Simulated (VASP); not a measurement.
# Ho3N (P3m1) in VASP: further runs

Ho3N is run at these levels: PBE; tasks: single point, relaxation of cell and atoms.

Everything below comes from runs of VASP 6.6.1. Logs are shortened: lines on timing, memory, paths and dates and some standing lists are left out, and cuts for length are marked.

## Step 1: The cell of the first run

It takes space group P3m1 (No. 156, trigonal). Conventional cell: a = 3.592 Å, b = 3.592 Å, c = 9.229 Å, α = 90.00°, β = 90.00°, γ = 120.00°. Ho (site symmetry 3m) has 3 N at 2.23 Å within 2.9 Å. Within 2.9 Å of Ho (site symmetry 3m) lie 1 N at 2.18 Å. Ho (site symmetry 3m) has 12 Ho at 3.52 to 3.98 Å and 3 N at 4.69 Å within 4.7 Å. Within 2.9 Å of N (site symmetry 3m) lie 4 Ho at 2.18 to 2.23 Å.

## Step 2: Single point, PBE

File INCAR:

```
SYSTEM = Ho3N
PREC     = Accurate       ! precision mode
ENCUT    = 600            ! plane-wave cutoff, eV
EDIFF    = 1E-6           ! SCF threshold, eV
ISMEAR   = 0              ! smearing method
SIGMA    = 0.2            ! smearing width, eV
LREAL    = .False.        ! projectors in reciprocal space
LASPH    = .True.         ! aspherical terms in the spheres
NELM     = 200            ! most SCF steps
ALGO     = Normal         ! electronic algorithm
ISIF     = 2              ! what is computed and relaxed
LWAVE    = .False.        ! write WAVECAR
LCHARG   = .True.         ! write CHGCAR
GGA      = PE             ! functional
LELF     = .True.         ! ELF
LVHAR    = .True.       
NBANDS   = 42             ! bands
GGA_COMPAT= .False.      
LMAXMIX  = 6              ! l up to which the mixer works
```

File KPOINTS:

```
Automatic mesh
0
Gamma
  6 6 2
  0 0 0
```

File POSCAR:

```
Ho3N
1.0
    3.5915376835      0.0000000000      0.0000000000
   -1.7957688417      3.1103628726      0.0000000000
    0.0000000000      0.0000000000     18.4589869488
Ho N
6 2
Direct
    0.6666666667      0.3333333333      0.2379297010
    0.6666666667      0.3333333333      0.7379297010
    0.0000000000      1.0000000000      0.4001375245
    0.0000000000      0.0000000000      0.9001375245
    0.3333333333      0.6666666667      0.0540651032
    0.3333333333      0.6666666667      0.5540651032
    0.0000000000      0.0000000000      0.2821834713
    0.0000000000      0.0000000000      0.7821834713
```

Potentials or basis: VASP PAW PBE potentials, release 64 (Ho_3, N), 4f in core.

Command:

```sh
$ cat potpaw_PBE.64/Ho_3/POTCAR potpaw_PBE.64/N/POTCAR > POTCAR
$ mpirun -np 1 vasp_std > vasp.out
```

OUTCAR:

```text
SYSTEM = Ho3N
   PREC = Accurate
   ENCUT = 600
   EDIFF = 1E-6
   ISMEAR = 0
   LREAL = .False.
   LASPH = .True.
   NELM = 200
   ISIF = 2
   GGA = PE

 ion  position               nearest neighbor table
   1  0.667  0.333  0.238-   7 2.23   7 2.23   7 2.23   3 3.64   3 3.64   3 3.64
   2  0.667  0.333  0.738-   8 2.23   8 2.23   8 2.23   4 3.64   4 3.64   4 3.64
   3  0.000  0.000  0.400-   7 2.18   6 3.52   6 3.52   6 3.52   1 3.64   1 3.64   1 3.64
   4  0.000  0.000  0.900-   8 2.18   5 3.52   5 3.52   5 3.52   2 3.64   2 3.64   2 3.64
   5  0.333  0.667  0.054-   4 3.52   4 3.52   4 3.52
   6  0.333  0.667  0.554-   3 3.52   3 3.52   3 3.52
   7  0.000  0.000  0.282-   3 2.18   1 2.23   1 2.23   1 2.23
   8  0.000  0.000  0.782-   4 2.18   2 2.23   2 2.23   2 2.23

  LATTYP: Found a hexagonal cell.
 ALAT       =     3.5915376835
 C/A-ratio  =     5.1395776894

  Lattice vectors:

 A1 = (   3.5915376835,   0.0000000000,   0.0000000000)
 A2 = (  -1.7957688417,   3.1103628726,   0.0000000000)
 A3 = (   0.0000000000,   0.0000000000,  18.4589869488)

Analysis of symmetry for initial positions (statically):
=====================================================================
 Subroutine PRICEL returns following result:

  LATTYP: Found a hexagonal cell.
 ALAT       =     3.5915376835
 C/A-ratio  =     2.5697888447

  Lattice vectors:

 A1 = (   3.5915376835,   0.0000000000,   0.0000000000)
 A2 = (  -1.7957688417,   3.1103628726,   0.0000000000)
 A3 = (   0.0000000000,   0.0000000000,   9.2294934744)

   2 primitive cells build up your supercell.

 Routine SETGRP: Setting up the symmetry group for a
 hexagonal supercell.

 Subroutine GETGRP returns: Found  6 space group operations
 (whereof  6 operations were pure point group operations)
 out of a pool of 24 trial point group operations.

The static configuration has the point symmetry C_3v.

Analysis of symmetry for dynamics (positions and initial velocities):
=====================================================================
 Subroutine PRICEL returns following result:

  LATTYP: Found a hexagonal cell.
 ALAT       =     3.5915376835
 C/A-ratio  =     2.5697888447

  Lattice vectors:

 A1 = (   3.5915376835,   0.0000000000,   0.0000000000)
 A2 = (  -1.7957688417,   3.1103628726,   0.0000000000)
 A3 = (   0.0000000000,   0.0000000000,   9.2294934744)

   2 primitive cells build up your supercell.

 Routine SETGRP: Setting up the symmetry group for a
 hexagonal supercell.

 Subroutine GETGRP returns: Found  6 space group operations
 (whereof  6 operations were pure point group operations)
 out of a pool of 24 trial point group operations.

The dynamic configuration has the point symmetry C_3v.

 Subroutine INISYM returns: Found  6 space group operations
 (whereof  6 operations are pure point group operations),
 and found     2 'primitive' translations

----------------------------------------------------------------------------------------

                                     Primitive cell

  volume of cell :     103.1025

  direct lattice vectors                    reciprocal lattice vectors
     3.591537684  0.000000000  0.000000000     0.278432273  0.160752948  0.000000000
    -1.795768842  3.110362873  0.000000000     0.000000000  0.321505895  0.000000000
     0.000000000  0.000000000  9.229493474     0.000000000  0.000000000  0.108348308

  length of vectors
     3.591537684  3.591537684  9.229493474     0.321505895  0.321505895  0.108348308

  position of ions in fractional coordinates (direct lattice)
     0.666666667  0.333333333  0.475859402
     0.000000000  0.000000000  0.800275049
     0.333333333  0.666666667  0.108130206
     0.000000000  0.000000000  0.564366943

  ion indices of the primitive-cell ions
   primitive index   ion index
                 1           1
                 2           3
                 3           5
                 4           7

----------------------------------------------------------------------------------------

 KPOINTS: Automatic mesh

Automatic generation of k-mesh.
 Grid dimensions read from file:
 generate k-points for:    6    6    2

 Generating k-lattice:

  Cartesian coordinates                     Fractional coordinates (reciprocal lattice)
     0.046405379  0.026792158  0.000000000     0.166666667  0.000000000  0.000000000
     0.000000000  0.053584316  0.000000000     0.000000000  0.166666667  0.000000000
     0.000000000  0.000000000  0.027087077     0.000000000  0.000000000  0.500000000

  Length of vectors
     0.053584316  0.053584316  0.027087077

  Shift w.r.t. Gamma in fractional coordinates (k-lattice)
     0.000000000  0.000000000  0.000000000

 Subroutine IBZKPT returns following result:
 ===========================================

 Found     14 irreducible k-points:

 Following reciprocal coordinates:
            Coordinates               Weight
  0.000000  0.000000  0.000000      1.000000
[... 56 lines left out ...]
   GGA     = PE    functional components
   LHFCALC =     F    Hartree Fock is set to
   AEXX    =    0.0000 exact exchange contribution
   IVDW    =     0    specifies the selected vdW correction
   LEPSILON=     F    determine dielectric tensor
   LRPA    =     F    only Hartree local field effects (RPA)
 non-spin polarized calculation
 Gauss-broadening in eV      SIGMA  =   0.20
  energy-cutoff  :      600.00
  volume of cell :      206.21
 maximum number of plane-waves:      6930
 NGX is ok and might be reduce to    30

 number of electron      63.9999997 magnetization

 Free energy of the ion-electron system (eV)
  ---------------------------------------------------
  ext. energy  EPLUGINS =         0.00000000
  ---------------------------------------------------
  free energy    TOTEN  =       -49.27257231 eV

  energy without entropy =      -49.18123508  energy(sigma->0) =      -49.22690369

 E-fermi :   3.0115     XC(G=0):  -9.7655

 val. band max:        2.9577808740   @ k =   0.3333   0.3333   0.0000
 cond. band min:       3.0200063034   @ k =   0.3333   0.3333   0.5000
 fundamental gap:      0.0622254294
 Fermi energy:         3.0114540096

 k-point     1 :       0.0000    0.0000    0.0000
  band No.  band energies     occupation
      1     -21.2405      2.00000
      2     -21.2142      2.00000
      3     -21.0021      2.00000
      4     -21.0021      2.00000
      5     -21.0020      2.00000
      6     -21.0020      2.00000
[... 34 lines left out ...]
     41       5.1786      0.00000
     42       5.1789      0.00000

 k-point     2 :       0.1667   -0.0000    0.0000
  band No.  band energies     occupation
      1     -21.2121      2.00000
      2     -21.1963      2.00000
      3     -21.1111      2.00000
      4     -21.1080      2.00000
      5     -21.0265      2.00000
      6     -21.0265      2.00000
[... 34 lines left out ...]
     41       5.5441      0.00000
     42       5.6065      0.00000

 k-point     3 :       0.3333   -0.0000    0.0000
  band No.  band energies     occupation
      1     -21.3171      2.00000
      2     -21.3160      2.00000
      3     -21.1618      2.00000
      4     -21.1567      2.00000
      5     -21.0750      2.00000
      6     -21.0749      2.00000
[... 34 lines left out ...]
     41       5.6262      0.00000
     42       5.6795      0.00000

 k-point     4 :       0.5000   -0.0000    0.0000
  band No.  band energies     occupation
      1     -21.4137      2.00000
      2     -21.4129      2.00000
      3     -21.1689      2.00000
      4     -21.1489      2.00000
      5     -21.1194      2.00000
      6     -21.1044      2.00000
[... 394 lines left out ...]
     41       5.5719      0.00000
     42       5.5923      0.00000

 k-point    13 :       0.3333    0.1667    0.5000
  band No.  band energies     occupation
      1     -21.3628      2.00000
      2     -21.3619      2.00000
      3     -21.1588      2.00000
      4     -21.1577      2.00000
      5     -21.1433      2.00000
      6     -21.1367      2.00000
[... 34 lines left out ...]
     41       5.1678      0.00000
     42       5.3491      0.00000

 k-point    14 :       0.3333    0.3333    0.5000
  band No.  band energies     occupation
      1     -21.2979      2.00000
      2     -21.2979      2.00000
      3     -21.2851      2.00000
      4     -21.2851      2.00000
      5     -21.1229      2.00000
      6     -21.1229      2.00000
[... 34 lines left out ...]
     41       5.2554      0.00000
     42       5.2555      0.00000

------------------------ aborting loop because EDIFF is reached ----------------------------------------

  FORCE on cell =-STRESS in cart. coord.  units (eV):
  Direction    XX          YY          ZZ          XY          YZ          ZX
  --------------------------------------------------------------------------------------
  -------------------------------------------------------------------------------------
  Total        1.0036739      1.0036739      1.0166907      0.0000000      0.0000000      0.0000000
  in kB        7.7983703      7.7983703      7.8995089      0.0000000      0.0000000      0.0000000
  external PRESSURE =       7.8320832 kB  Pullay stress =       0.0000000 kB

 VOLUME and BASIS-vectors are now :
 -----------------------------------------------------------------------------
  energy-cutoff  :      600.00
  volume of cell :      206.21
      direct lattice vectors                 reciprocal lattice vectors
     3.591537683  0.000000000  0.000000000     0.278432273  0.160752948  0.000000000
    -1.795768842  3.110362873  0.000000000     0.000000000  0.321505895  0.000000000
     0.000000000  0.000000000 18.458986949     0.000000000  0.000000000  0.054174154

 POSITION                                       TOTAL-FORCE (eV/Angst)
 -----------------------------------------------------------------------------------
      1.79577      1.03679      4.39194         0.000000     -0.000000     -0.115821
      1.79577      1.03679     13.62143        -0.000000     -0.000000     -0.115821
      0.00000      0.00000      7.38613        -0.000000      0.000000      0.113918
      0.00000      0.00000     16.61563        -0.000000      0.000000      0.113918
     -0.00000      2.07358      0.99799        -0.000000     -0.000000      0.012030
     -0.00000      2.07358     10.22748         0.000000     -0.000000      0.012030
      0.00000      0.00000      5.20882        -0.000000      0.000000     -0.010126
      0.00000      0.00000     14.43831        -0.000000      0.000000     -0.010126
 -----------------------------------------------------------------------------------
    total drift:                               -0.000000     -0.000000      0.000936

  FREE ENERGIE OF THE ION-ELECTRON SYSTEM (eV)
  ---------------------------------------------------
  free  energy   TOTEN  =       -49.2725723068 eV

  energy  without entropy=      -49.1812350780  energy(sigma->0) =      -49.22690369
```

Run time: 2.4 min. Hardware: 1 thread of AMD EPYC 9R45 (Zen 5), shared host; peak memory 0.36 GiB.

Results:

```
Free energy            : -49.2726 eV
Pressure               : 0.8 GPa
Largest force          : 0.116 eV/Å
Band gap on the k mesh : zero (bands 32 and 33 overlap by 0.02 eV)
```

Forces in eV/Å, atoms in the order of the input:
```
Ho   0.000  0.000 -0.116
Ho   0.000  0.000 -0.116
Ho   0.000  0.000  0.114
Ho   0.000  0.000  0.114
Ho   0.000  0.000  0.012
Ho   0.000  0.000  0.012
N    0.000  0.000 -0.010
N    0.000  0.000 -0.010
```

Caveat: spin-orbit coupling is left out, which moves the levels of the heavy elements; the 4f electrons are frozen in the core, so they carry no moment and show no levels; the run has no spin polarisation, though such a crystal can be magnetic.

## Step 3: Relaxation of cell and atoms, PBE

This run uses another cell than the first one: it holds 4 atoms, not 8.

File INCAR:

```
PREC = Accurate ; ENCUT = 600
EDIFF = 1E-7 ; ISMEAR = 0
SIGMA = 0.2 ; LREAL = F
LASPH = T ; NELM = 200
ALGO = Normal ; ISIF = 3
LWAVE = F ; LCHARG = F
GGA = PE ; IBRION = 2
NSW = 36 ; EDIFFG = -0.08
GGA_COMPAT = F ; NELMIN = 4
LMAXMIX = 6
```

File KPOINTS:

```
Automatic mesh
0
Gamma
  5 5 5
```

File POSCAR:

```
Ho3N
1.0
    5.1501390000      0.0000000000      0.0000000000
   -2.5750695000      4.4601512100      0.0000000000
    0.0000000000      0.0000000000      4.2963940000
Ho N
3 1
Direct
    0.5159168300      0.4840831700      0.2396767000
    0.5159168300      0.0318336700      0.2396767000
    0.9681663300      0.4840831700      0.2396767000
    0.3333333300      0.6666666700      0.7048001500
```

Potentials or basis: VASP PAW PBE potentials, release 64 (Ho_3, N), 4f in core.

Command:

```sh
$ cat potpaw_PBE.64/Ho_3/POTCAR potpaw_PBE.64/N/POTCAR > POTCAR
$ mpirun -np 1 vasp_std > vasp.out
```

Wall time 6.4 min (1 thread of AMD EPYC 9R45 (Zen 5), shared host); peak memory 0.26 GiB.

It converged, with:

| Item | Value |
| --- | --- |
| Free energy | -21.9838 eV |
| Relaxed volume | 29.29 Å³/atom |
| Relaxed cell | a = 6.535 Å, b = 6.535 Å, c = 3.168 Å, α = 90.00°, β = 90.00°, γ = 120.00° |
| Space group after relaxing (to 0.1 Å) | P-6m2 (No. 187) |
| Energy gained by relaxing | 2346.6 meV/atom |
| Ionic steps | 11 |
| Pressure after relaxing | 0.0 GPa |
| Largest force after relaxing | 0.025 eV/Å |
| Band gap on the k mesh | zero (bands 16 and 17 overlap by 0.62 eV) |

Forces in eV/Å, atoms in the order of the input:
```
Ho  -0.022  0.013 -0.003
Ho   0.000 -0.025 -0.003
Ho   0.022  0.013 -0.003
N    0.000  0.000  0.009
```

Stress tensor (GPa, compression positive):
```
-0.15  0.00  0.00
 0.00 -0.15  0.00
 0.00  0.00  0.30
```

The path:
```tsv
step	energy change (eV)	largest force (eV/Å)	pressure (GPa)	volume (Å³)
1	0.0000	9.4107	18.12	98.69
2	-7.0203	5.2823	5.15	133.94
3	-7.7869	2.9041	1.19	122.04
4	-7.7867	3.4485	1.48	124.61
5	-9.0752	0.3938	-4.46	133.29
6	-9.0761	0.3856	-4.48	133.35
7	-9.3356	0.6514	0.64	118.27
8	-9.3363	0.6388	0.40	118.86
9	-9.3814	0.0652	0.02	117.58
10	-9.3827	0.0617	-0.04	117.31
11	-9.3865	0.0253	0.00	117.17
```

Final structure:
```
CELL_PARAMETERS angstrom
6.53507 0.00000 0.00000
-3.26754 5.65954 0.00000
0.00000 0.00000 3.16802
ATOMIC_POSITIONS crystal
Ho 0.49253 0.50747 0.23105
Ho 0.49253 0.98505 0.23105
Ho 0.01495 0.50747 0.23105
N 0.33333 0.66667 0.73068
```

Levels at points of the mesh, in eV from the Fermi level:
```tsv
k point	band 13	band 14	band 15	band 16	band 17	band 18	band 19	band 20
(0.00, 0.00, 0.00)	-3.42	-3.38	-1.45	-0.52	-0.28	-0.28	0.67	0.67
```

Caveat: the volume moved by over 15 % at a fixed basis, so the end points are rough; spin-orbit coupling is left out, which moves the levels of the heavy elements; the 4f electrons are frozen in the core, so they carry no moment and show no levels; the run has no spin polarisation, though such a crystal can be magnetic. With open d or f shells a metallic result of PBE can be an artefact of self-interaction; +U or a hybrid may open a gap.

## Step 4: Single point, PBE

This run uses another cell than the first one: it holds 4 atoms, not 8.

File INCAR:

```
SYSTEM = Ho3N
PREC     = Accurate       ! precision mode
ENCUT    = 600            ! plane-wave cutoff, eV
EDIFF    = 1E-6           ! SCF threshold, eV
ISMEAR   = 0              ! smearing method
SIGMA    = 0.1            ! smearing width, eV
LREAL    = .False.        ! projectors in reciprocal space
LASPH    = .True.         ! aspherical terms in the spheres
NELM     = 200            ! most SCF steps
ALGO     = Normal         ! electronic algorithm
ISIF     = 2              ! what is computed and relaxed
LWAVE    = .False.        ! write WAVECAR
LCHARG   = .True.         ! write CHGCAR
GGA      = PE             ! functional
LELF     = .True.         ! ELF
LVHAR    = .True.       
NBANDS   = 24             ! bands
GGA_COMPAT= .False.      
LMAXMIX  = 6              ! l up to which the mixer works
```

File KPOINTS:

```
regular mesh
0
Gamma
  12 12 4
  0 0 0
```

File POSCAR:

```
Ho3N
1.0
    3.5915376835      0.0000000000      0.0000000000
   -1.7957688417      3.1103628726      0.0000000000
    0.0000000000      0.0000000000      9.2294934744
Ho N
3 1
Direct
    0.6666666667      0.3333333333      0.4758594020
    0.0000000000      0.0000000000      0.8002750490
    0.3333333333      0.6666666667      0.1081302064
    0.0000000000      0.0000000000      0.5643669426
```

Command:

```sh
$ cat potpaw_PBE.64/Ho_3/POTCAR potpaw_PBE.64/N/POTCAR > POTCAR
$ mpirun -np 1 vasp_std > vasp.out
```

It took 3 min on 1 thread of AMD EPYC 9R45 (Zen 5), shared host; peak memory 0.33 GiB.

Results (log left out):

* Free energy: -24.6117 eV
* Pressure: 0.7 GPa
* Largest force: 0.116 eV/Å
* Band gap on the k mesh: zero (bands 16 and 17 overlap by 0.11 eV)

Forces on the atoms (eV/Å):
```
Ho   0.000  0.000 -0.116
Ho   0.000  0.000  0.112
Ho   0.000  0.000  0.026
N    0.000  0.000 -0.022
```

Levels at points of the mesh, in eV from the Fermi level:
| k point | band 14 | band 15 | band 16 | band 17 | band 18 | band 19 |
| --- | --- | --- | --- | --- | --- | --- |
| (0.00, 0.00, 0.00) | -3.39 | -2.57 | -0.83 | 1.17 | 1.91 | 1.91 |
| (0.50, 0.00, 0.00) | -1.67 | -1.19 | -0.60 | 0.22 | 0.49 | 1.63 |
| (0.00, 0.00, 0.50) | -3.39 | -3.01 | -0.75 | 1.18 | 1.86 | 1.86 |
| (0.50, 0.00, 0.50) | -1.49 | -1.31 | -0.56 | 0.19 | 0.62 | 1.37 |

Caveat: spin-orbit coupling is left out, which moves the levels of the heavy elements; the 4f electrons are frozen in the core, so they carry no moment and show no levels; the run has no spin polarisation, though such a crystal can be magnetic. With open d or f shells a metallic result of PBE can be an artefact of self-interaction; +U or a hybrid may open a gap.

## Step 5: The runs side by side

```csv
task,cell,k mesh,smearing,gap on the mesh (eV),pressure (GPa),largest force (eV/Å)
single point,"a = 3.592, b = 3.592, c = 18.459 Å, angles 90.0, 90.0, 120.0°, 8 atoms, atomic positions A",6 × 6 × 2,gaussian 0.2 eV,none,0.8,0.12
relaxation of cell and atoms,"relaxed from a = 5.150, b = 5.150, c = 4.296 Å, angles 90.0, 90.0, 120.0°, 4 atoms, atomic positions B",5 × 5 × 5,gaussian 0.2 eV,none,0.0,0.03
single point,"a = 3.592, b = 3.592, c = 9.229 Å, angles 90.0, 90.0, 120.0°, 4 atoms, atomic positions C",12 × 12 × 4,gaussian 0.1 eV,none,0.7,0.12
```

Alike in all rows: level PBE; potentials or basis VASP PAW PBE potentials, release 64 (Ho_3, N), 4f in core; no spin polarisation; cutoff (eV) 600.

Caveats: spin-orbit coupling is left out, which moves the levels of the heavy elements; the 4f electrons are frozen in the core, so they carry no moment and show no levels; the run has no spin polarisation, though such a crystal can be magnetic; the volume moved by over 15 % at a fixed basis, so the end points are rough (at least some runs).

Total energies depend on the potentials used, so only differences within one code and one set of settings carry meaning.

The gap in the log of VASP goes by the Fermi energy; the results here count the filled bands.